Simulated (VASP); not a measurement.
Here is a VASP 6.6.1 calculation.

INCAR

```
ALGO = Normal ; EDIFF = 1E-6
EDIFFG = -0.01 ; ENCUT = 600
GGA = PS ; IBRION = 2
ISIF = 3 ; ISMEAR = -1
IVDW = 13 ; LASPH = True
LCHARG = False ; LREAL = False
LWAVE = False ; NELM = 60
NSW = 60 ; PREC = Accurate
SIGMA = 0.05
```

Contents of KPOINTS:

```
k-points
0
Gamma
  8 8 8
```

The input POSCAR:

```
GaSb
1.0
    0.0000000000      3.0590000000      3.0590000000
    3.0590000000      0.0000000000      3.0590000000
    3.0590000000      3.0590000000      0.0000000000
Sb Ga
1 1
Direct
    0.7500000000      0.7500000000      0.7500000000
    0.0000000000      0.0000000000      0.0000000000
```

Potentials or basis: VASP PAW PBE potentials, release 64 (Sb, Ga_d).

Command:

```console
$ cat potpaw_PBE.64/Sb/POTCAR potpaw_PBE.64/Ga_d/POTCAR > POTCAR
$ mpirun -np 1 vasp_std > vasp.out
```

(1) Estimate the relaxed volume.

(2) Predict the relaxed cell.

## Answers

(1) 27.87 Å³/atom.

(2) a = 4.288 Å, b = 4.288 Å, c = 4.288 Å, α = 60.00°, β = 60.00°, γ = 60.00°.

Caveat: the PAW data sets were made with another functional, which shifts forces and pressure a little.
